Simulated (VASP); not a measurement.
Input of a VASP 6.6.1 run:

The input INCAR:

```
SYSTEM = SiC
PREC = Accurate
ENCUT = 520
EDIFF = 1E-8
ISMEAR = 0
SIGMA = 0.01
LREAL = .False.
LASPH = .True.
NELM = 100
ALGO = Normal
ISIF = 2
LWAVE = .False.
LCHARG = .False.
LEPSILON = .True.
```

The input KPOINTS:

```
regular mesh
0
Gamma
  10 10 5
  0 0 0
```

Contents of POSCAR:

```
SiC
1.0
    3.0760000000      0.0000000000      0.0000000000
   -1.5380000000      2.6638941420      0.0000000000
    0.0000000000      0.0000000000      5.0480000000
Si C
2 2
Direct
    0.6666666667      0.3333333333      0.5000000000
    0.3333333333      0.6666666667      0.0000000000
    0.6666666667      0.3333333333      0.8850000000
    0.3333333333      0.6666666667      0.3850000000
```

Potentials or basis: VASP PAW LDA potentials, release 64 (Si, C).

Command:

```sh
$ cat potpaw_LDA.64/Si/POTCAR potpaw_LDA.64/C/POTCAR > POTCAR
$ mpirun -np 1 vasp_std > vasp.out
```

(1) What does it give for the electronic dielectric tensor (diagonal)?

(2) What does it give for the Born charges (mean of the diagonal)?

(3) Predict the band gap on the k mesh.

## Answers

(1) 6.92, 6.92, 7.49.

(2) Si +2.75; C -2.75 e.

(3) 2.36 eV, indirect (least direct gap 3.98 eV).
